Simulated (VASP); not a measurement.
# Hg (I4_1/amd) in VASP: notebook

The runs below take Hg through relaxation of shape and atoms at fixed volume, with PBE.

Everything below comes from runs of VASP 6.6.1. Logs are shortened: lines on timing, memory, paths and dates and some standing lists are left out, and cuts for length are marked.

### 1 The cell of the first run

Symmetry: I4_1/amd, No. 141, tetragonal system. Conventional cell: a = 5.764 Å, b = 5.764 Å, c = 3.068 Å, α = 90.00°, β = 90.00°, γ = 90.00°. Hg (site symmetry -4m2) has 10 Hg at 2.98 to 3.69 Å within 3.9 Å.

### 2 Relaxation of shape and atoms at fixed volume, PBE (25.48 Å³/atom)

Contents of INCAR:

```
PREC = Accurate ; ENCUT = 600
EDIFF = 1E-6 ; ISMEAR = 0
SIGMA = 0.1 ; LREAL = False
LASPH = True ; NELM = 100
ALGO = Fast ; ISIF = 4
LWAVE = False ; LCHARG = False
GGA = PE ; IBRION = 2
NSW = 50 ; EDIFFG = -0.01
```

Contents of KPOINTS:

```
Automatic mesh
0
Gamma
  16 16 16
```

Contents of POSCAR:

```
Hg
1.0
   -2.8817993223      2.8817993223      1.5338112909
    2.8817993223     -2.8817993223      1.5338112909
    2.8817993223      2.8817993223     -1.5338112909
Hg
2
Direct
    0.7500000000      0.2500000000      0.5000000000
    0.0000000000      0.0000000000      0.0000000000
```

Potentials or basis: VASP PAW PBE potentials, release 64 (Hg).

On the command line:

```sh
$ cat potpaw_PBE.64/Hg/POTCAR > POTCAR
$ mpirun -np 1 vasp_std > vasp.out
```

OUTCAR:

```text
PREC = Accurate
   ENCUT = 600
   EDIFF = 1E-6
   ISMEAR = 0
   LREAL = False
   LASPH = True
   NELM = 100
   ISIF = 4
   GGA = PE
   IBRION = 2
   NSW = 50
   EDIFFG = -0.01

 ion  position               nearest neighbor table
   1  0.750  0.250  0.500-   2 2.98   2 2.98   2 2.98   2 2.98   2 3.69   2 3.69   2 3.69   2 3.69

   2  0.000  0.000  0.000-   1 2.98   1 2.98   1 2.98   1 2.98   1 3.69   1 3.69   1 3.69   1 3.69

  LATTYP: Found a body centered tetragonal cell.
 ALAT       =     5.7635986446
 C/A-ratio  =     0.5322408396

  Lattice vectors:

 A1 = (  -2.8817993223,   2.8817993223,   1.5338112909)
 A2 = (   2.8817993223,  -2.8817993223,   1.5338112909)
 A3 = (   2.8817993223,   2.8817993223,  -1.5338112909)

Analysis of symmetry for initial positions (statically):
=====================================================================
 Subroutine PRICEL returns:
 Original cell was already a primitive cell.

 Routine SETGRP: Setting up the symmetry group for a
 body centered tetragonal supercell.

 Subroutine GETGRP returns: Found 16 space group operations
 (whereof  8 operations were pure point group operations)
 out of a pool of 16 trial point group operations.

The static configuration has the point symmetry D_2d.
 The point group associated with its full space group is D_4h.

Analysis of symmetry for dynamics (positions and initial velocities):
=====================================================================
 Subroutine PRICEL returns:
 Original cell was already a primitive cell.

 Routine SETGRP: Setting up the symmetry group for a
 body centered tetragonal supercell.

 Subroutine GETGRP returns: Found 16 space group operations
 (whereof  8 operations were pure point group operations)
 out of a pool of 16 trial point group operations.

The dynamic configuration has the point symmetry D_2d.
 The point group associated with its full space group is D_4h.

 Subroutine INISYM returns: Found 16 space group operations
 (whereof  8 operations are pure point group operations),
 and found     1 'primitive' translations

----------------------------------------------------------------------------------------

                                     Primitive cell

  volume of cell :      50.9518

  direct lattice vectors                    reciprocal lattice vectors
    -2.881799322  2.881799322  1.533811291     0.000000000  0.173502713  0.325985343
     2.881799322 -2.881799322  1.533811291     0.173502713  0.000000000  0.325985343
     2.881799322  2.881799322 -1.533811291     0.173502713  0.173502713  0.000000000

  length of vectors
     4.354550694  4.354550694  4.354550694     0.369282595  0.369282595  0.245369889

  position of ions in fractional coordinates (direct lattice)
     0.750000000  0.250000000  0.500000000
     0.000000000  0.000000000  0.000000000

  ion indices of the primitive-cell ions
   primitive index   ion index
                 1           1
                 2           2

----------------------------------------------------------------------------------------

 KPOINTS: Automatic mesh

Automatic generation of k-mesh.
 Grid dimensions read from file:
 generate k-points for:   16   16   16

 Generating k-lattice:

  Cartesian coordinates                     Fractional coordinates (reciprocal lattice)
     0.000000000  0.010843920  0.020374084     0.062500000  0.000000000  0.000000000
     0.010843920  0.000000000  0.020374084     0.000000000  0.062500000  0.000000000
     0.010843920  0.010843920  0.000000000     0.000000000  0.000000000  0.062500000

  Length of vectors
     0.023080162  0.023080162  0.015335618

  Shift w.r.t. Gamma in fractional coordinates (k-lattice)
     0.000000000  0.000000000  0.000000000

 Subroutine IBZKPT returns following result:
 ===========================================

 Found    349 irreducible k-points:

 Following reciprocal coordinates:
            Coordinates               Weight
  0.000000  0.000000  0.000000      1.000000
  0.062500 -0.000000  0.000000      8.000000
  0.125000 -0.000000  0.000000      8.000000
  0.187500 -0.000000  0.000000      8.000000
  0.250000 -0.000000  0.000000      8.000000
  0.312500  0.000000  0.000000      8.000000
[... 16 lines left out ...]
 -0.125000  0.062500 -0.000000     16.000000
 -0.062500  0.062500  0.000000      4.000000
 [... further k-points ...]
   k-points           NKPTS =    349   k-points in BZ     NKDIM =    349   number of bands    NBANDS=     16
   number of dos      NEDOS =    301   number of ions     NIONS =      2
   total plane-waves  NPLWV =  46656
   dimension x,y,z NGX =    36 NGY =   36 NGZ =   36
   dimension x,y,z NGXF=    72 NGYF=   72 NGZF=   72
   ions per type =               2
   NGX,Y,Z   is equivalent  to a cutoff of  13.74, 13.74, 13.74 a.u.
   NGXF,Y,Z  is equivalent  to a cutoff of  27.49, 27.49, 27.49 a.u.
 SYSTEM =  unknown system
   PREC   = accura    normal or accurate (medium, high low for compatibility)
   ISTART =      0    job   : 0-new  1-cont  2-samecut
   ICHARG =      2    charge: 1-file 2-atom 10-const
   ISPIN  =      1    spin polarized calculation?
   LNONCOLLINEAR =      F non collinear calculations
   LSORBIT =      F    spin-orbit coupling
   LASPH  =      T    aspherical Exc in radial PAW
   ENCUT  =  600.0 eV  44.10 Ry    6.64 a.u.   8.70  8.70  8.70*2*pi/ulx,y,z
   NELM   =    100;   NELMIN=  2; NELMDL= -5     # of ELM steps
   EDIFF  = 0.1E-05   stopping-criterion for ELM
   LREAL  =      F    real-space projection
   EDIFFG = -.1E-01   stopping-criterion for IOM
   NSW    =     50    number of steps for IOM
   IBRION =      2    ionic relax: 0-MD 1-quasi-New 2-CG
   NFREE  =      1    steps in history (QN), initial steepest desc. (CG)
   ISIF   =      4    stress and relaxation
   ISYM   =      2    0-nonsym 1-usesym 2-fastsym
   POTIM  = 0.5000    time-step for ionic-motion
   TEBEG  =    0.0;   TEEND  =   0.0 temperature during run
   PSTRESS=    0.0 pullay stress
   NELECT =      24.0000    total number of electrons
   NUPDOWN=      -1.0000    fix difference up-down
   EMIN   =  10.00;   EMAX   =-10.00  energy-range for DOS
   EFERMI =   0.00;   METHOD = LEGACY
   ISMEAR =     0;   SIGMA  =   0.10  broadening in eV -4-tet -1-fermi 0-gaus
   EFERMI_NEDOS =   21; number of points for ismear=-14 and -15
   IALGO  =     68    algorithm
   IMIX   =      4    mixing-type and parameters
     AMIX     =   0.40;   BMIX     =  1.00
     AMIX_MAG =   1.60;   BMIX_MAG =  1.00
  volume/ion in A,a.u.               =      25.48       171.92
  Fermi-wavevector in a.u.,A,eV,Ry     =   1.273773  2.407082 22.075428  1.622498
  Thomas-Fermi vector in A             =   2.406578
   LORBIT       =      0    0 simple, 1 ext, 2 COOP (PROOUT), +10 PAW based schemes
   GGA     = PE    functional components
   LHFCALC =     F    Hartree Fock is set to
   AEXX    =    0.0000 exact exchange contribution
   IVDW    =     0    specifies the selected vdW correction
   LEPSILON=     F    determine dielectric tensor
   LRPA    =     F    only Hartree local field effects (RPA)
 conjugate gradient relaxation of ions
 non-spin polarized calculation
 RMM-DIIS sequential band-by-band and
 Gauss-broadening in eV      SIGMA  =   0.10
  energy-cutoff  :      600.00
  volume of cell :       50.95
 maximum number of plane-waves:      1726
   NGX = 17   NGY = 17   NGZ = 17

--------------------------------------- Ionic step        1  -------------------------------------------

 number of electron      24.0000001 magnetization

 Free energy of the ion-electron system (eV)
  ---------------------------------------------------
  ext. energy  EPLUGINS =         0.00000000
  ---------------------------------------------------
  free energy    TOTEN  =        -0.26605090 eV

  energy without entropy =       -0.26418014  energy(sigma->0) =       -0.26511552

------------------------ aborting loop because EDIFF is reached ----------------------------------------

  FORCE on cell =-STRESS in cart. coord.  units (eV):
  Direction    XX          YY          ZZ          XY          YZ          ZX
  --------------------------------------------------------------------------------------
  -------------------------------------------------------------------------------------
  Total        1.2715538      1.2715538      1.1870134      0.0000000      0.0000000      0.0000000
  in kB       39.9839710     39.9839710     37.3256017      0.0000000      0.0000000      0.0000000
  external PRESSURE =      39.0978479 kB  Pullay stress =       0.0000000 kB

 VOLUME and BASIS-vectors are now :
 -----------------------------------------------------------------------------
  energy-cutoff  :      600.00
  volume of cell :       50.95
      direct lattice vectors                 reciprocal lattice vectors
    -2.881799322  2.881799322  1.533811291     0.000000000  0.173502713  0.325985343
     2.881799322 -2.881799322  1.533811291     0.173502713  0.000000000  0.325985343
     2.881799322  2.881799322 -1.533811291     0.173502713  0.173502713  0.000000000
[... 73 lines left out ...]
 POSITION                                       TOTAL-FORCE (eV/Angst)
 -----------------------------------------------------------------------------------
     -0.00000      2.88823      0.76349         0.000000     -0.000000      0.000000
      0.00000     -0.00000      0.00000        -0.000000      0.000000     -0.000000
 -----------------------------------------------------------------------------------
    total drift:                               -0.000000      0.000000     -0.000000

  FREE ENERGIE OF THE ION-ELECTRON SYSTEM (eV)
  ---------------------------------------------------
  free  energy   TOTEN  =        -0.2661553368 eV

  energy  without entropy=       -0.2641765152  energy(sigma->0) =       -0.26516593

--------------------------------------- Ionic step        4  -------------------------------------------

 number of electron      24.0000002 magnetization

 Free energy of the ion-electron system (eV)
  ---------------------------------------------------
  ext. energy  EPLUGINS =         0.00000000
  ---------------------------------------------------
  free energy    TOTEN  =        -0.26618050 eV

  energy without entropy =       -0.26423807  energy(sigma->0) =       -0.26520929

 E-fermi :   2.3071     XC(G=0): -10.3884

 val. band max:        2.2990655187   @ k =  -0.3750   0.4375   0.2500
 cond. band min:       2.3498348700   @ k =   0.2500   0.1875   0.0625
 fundamental gap:      0.0507693513
 Fermi energy:         2.3070816149

 k-point     1 :       0.0000    0.0000    0.0000
  band No.  band energies     occupation
      1      -6.3861      2.00000
      2      -5.6378      2.00000
      3      -5.5278      2.00000
      4      -5.4055      2.00000
      5      -5.2778      2.00000
      6      -4.0650      2.00000
[... 8 lines left out ...]
     15      10.1223      0.00000
     16      13.3461      0.00000
[... 419 lines left out ...]
 k-point    24 :      -0.0625    0.0625    0.0000
  band No.  band energies     occupation
      1      -6.3464      2.00000
      2      -5.6248      2.00000
      3      -5.5101      2.00000
      4      -5.4094      2.00000
      5      -5.2810      2.00000
      6      -4.0719      2.00000
[... 8 lines left out ...]
     15      10.2633      0.00000
     16      13.0677      0.00000

 [... further k-points ...]

------------------------ aborting loop because EDIFF is reached ----------------------------------------

  FORCE on cell =-STRESS in cart. coord.  units (eV):
  Direction    XX          YY          ZZ          XY          YZ          ZX
  --------------------------------------------------------------------------------------
  -------------------------------------------------------------------------------------
  Total        1.2289950      1.2289950      1.2451117      0.0000000      0.0000000      0.0000000
  in kB       38.6457099     38.6457099     39.1525013      0.0000000      0.0000000      0.0000000
  external PRESSURE =      38.8146404 kB  Pullay stress =       0.0000000 kB

 VOLUME and BASIS-vectors are now :
 -----------------------------------------------------------------------------
  energy-cutoff  :      600.00
  volume of cell :       50.95
      direct lattice vectors                 reciprocal lattice vectors
    -2.886584327  2.886584327  1.528730399     0.000000000  0.173215102  0.327068789
     2.886584327 -2.886584327  1.528730399     0.173215102  0.000000000  0.327068789
     2.886584327  2.886584327 -1.528730399     0.173215102  0.173215102  0.000000000

 POSITION                                       TOTAL-FORCE (eV/Angst)
 -----------------------------------------------------------------------------------
      0.00000      2.88658      0.76437         0.000000      0.000000     -0.000000
      0.00000     -0.00000      0.00000        -0.000000     -0.000000      0.000000
 -----------------------------------------------------------------------------------
    total drift:                               -0.000000      0.000000     -0.000000

  FREE ENERGIE OF THE ION-ELECTRON SYSTEM (eV)
  ---------------------------------------------------
  free  energy   TOTEN  =        -0.2661804990 eV

  energy  without entropy=       -0.2642380714  energy(sigma->0) =       -0.26520929

 reached required accuracy - stopping structural energy minimisation
```

Wall time 7.4 min (1 thread of Intel Xeon Platinum 8488C (Sapphire Rapids), shared host); peak memory 0.45 GiB.

Results:

```yaml
Free_energy: -0.2662 eV
Energy_gained_by_relaxing: 0.1 meV/atom
Ionic_steps: 4
Pressure_after_relaxing: 3.9 GPa
Band_gap_on_the_k_mesh: zero (bands 12 and 13 overlap by 4.57 eV)
```

Step by step:
```
step  energy change (eV)  largest force (eV/Å)  pressure (GPa)  volume (Å³)
   1              0.0000                0.0000            3.91        50.95
   2             -0.0001                0.0000            3.89        50.95
   3             -0.0001                0.0000            3.88        50.95
   4             -0.0001                0.0000            3.88        50.95
```

Final structure:
```
Hg
1.0
    -2.88658    2.88658    1.52873
     2.88658   -2.88658    1.52873
     2.88658    2.88658   -1.52873
Hg
2
Direct
  0.75000 0.25000 0.50000
  0.00000 0.00000 0.00000
```

Caveat: spin-orbit coupling is left out, which moves the levels of the heavy elements.

### 3 Relaxation of shape and atoms at fixed volume, PBE (26.34 Å³/atom)

This run uses another cell than the first one, of 26.34 Å³/atom.

Contents of INCAR:

```
SYSTEM = Hg
  PREC = Accurate
  ENCUT = 600
  EDIFF = 1E-7
  ISMEAR = 0
  SIGMA = 0.1
  LREAL = .False.
  LASPH = .True.
  NELM = 100
  ALGO = Fast
  ISIF = 4
  LWAVE = .False.
  LCHARG = .False.
  GGA = PE
  IBRION = 2
  NSW = 50
  EDIFFG = -0.01
```

Contents of KPOINTS:

```
Automatic mesh
0
Gamma
  16 16 16
  0 0 0
```

Contents of POSCAR:

```
Hg
1.0
   -2.9124431871      2.9124431871      1.5528989478
    2.9124431871     -2.9124431871      1.5528989478
    2.9124431871      2.9124431871     -1.5528989478
Hg
2
Direct
    0.7500000000      0.2500000000      0.5000000000
    0.0000000000      0.0000000000      0.0000000000
```

Potentials or basis: VASP PAW PBE potentials, release 64 (Hg).

On the command line:

```sh
$ cat potpaw_PBE.64/Hg/POTCAR > POTCAR
$ mpirun -np 1 vasp_std > vasp.out
```

Run time: 4.2 min. Hardware: 1 thread of Intel Xeon 6975P-C (Granite Rapids), shared host; peak memory 0.45 GiB.

The run converged. Its results:

| Quantity | Value |
| --- | --- |
| Free energy | -0.3009 eV |
| Energy gained by relaxing | 0.1 meV/atom |
| Ionic steps | 3 |
| Pressure after relaxing | 2.5 GPa |
| Band gap on the k mesh | zero (bands 12 and 13 overlap by 4.18 eV) |

The path:
```
step  energy change (eV)  largest force (eV/Å)  pressure (GPa)  volume (Å³)
   1              0.0000                0.0000            2.55        52.69
   2             -0.0001                0.0000            2.54        52.69
   3             -0.0001                0.0000            2.54        52.69
```

Final structure:
```cif
data_structure
_symmetry_space_group_name_H-M 'P 1'
_symmetry_Int_Tables_number 1
_cell_length_a 4.4066
_cell_length_b 4.4066
_cell_length_c 4.4066
_cell_angle_alpha 97.085
_cell_angle_beta 97.085
_cell_angle_gamma 138.879
_cell_volume 52.69
loop_
_atom_site_label
_atom_site_type_symbol
_atom_site_fract_x
_atom_site_fract_y
_atom_site_fract_z
_atom_site_occupancy
Hg1 Hg 0.75000 0.25000 0.50000 1
Hg2 Hg 0.00000 0.00000 0.00000 1
```

Levels at points of the mesh, in eV from the Fermi level:
```
           k point  band 10  band 11  band 12  band 13  band 14  band 15
(0.00, 0.00, 0.00)    -5.92    -5.49     1.18     1.80     1.80     7.70
(0.50, 0.00, 0.00)    -5.71    -2.12    -1.66     2.37     2.37     3.32
(0.50, 0.50, 0.00)    -6.08    -5.36    -5.36     5.54     5.54     6.07
(0.50, 0.50, 0.50)    -6.26    -2.67    -2.67    -1.68    -1.68    10.72
```

Caveat: spin-orbit coupling is left out, which moves the levels of the heavy elements.

The gap in the log of VASP goes by the Fermi energy; the results here count the filled bands.